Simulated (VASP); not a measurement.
Wanted: the native input for a VASP 6.6.1 run.

- Task: single point
- Functional: PBEsol
- Potentials or basis: VASP PAW PBE potentials, release 64 (Al, N)
- Cutoff: 520 eV
- k mesh: 6 × 6 × 4
- Occupations: gaussian, width 0.1 eV
- Spin: no spin polarisation
- Dipole correction: no
- Further INCAR settings: ALGO = Normal; EDIFF = 1e-06; NBANDS = 16

The structure of AlN (sol) lies in POSCAR:

```
AlN
1.0
    3.1120000000      0.0000000000      0.0000000000
   -1.5560000000      2.6950710566      0.0000000000
    0.0000000000      0.0000000000      4.9820000000
Al N
2 2
Direct
    0.3333333333      0.6666666667      0.0000000000
    0.6666666667      0.3333333333      0.5000000000
    0.3333333333      0.6666666667      0.3820000000
    0.6666666667      0.3333333333      0.8820000000
```

The input as run:

INCAR

```
  ALGO = Normal
  EDIFF = 1E-6
  ENCUT = 520
  GGA = PS
  ISIF = 2
  ISMEAR = 0
  LASPH = True
  LCHARG = False
  LREAL = False
  LWAVE = False
  NBANDS = 16
  NELM = 60
  PREC = Accurate
  SIGMA = 0.1
```

KPOINTS

```
k-points
0
Gamma
  6 6 4
```

Potentials or basis: VASP PAW PBE potentials, release 64 (Al, N).

Command:

```bash
$ cat potpaw_PBE.64/Al/POTCAR potpaw_PBE.64/N/POTCAR > POTCAR
$ mpirun -np 1 vasp_std > vasp.out
```

Results of the run:

```yaml
Pressure: 0.2 GPa
Band_gap_on_the_k_mesh: 4.12 eV, direct
```

Caveat: the PAW data sets were made with another functional, which shifts forces and pressure a little.

It took 7.8 s on 1 thread of AMD EPYC 9R14 (Zen 4), with other jobs on the host, peak memory 0.12 GiB.
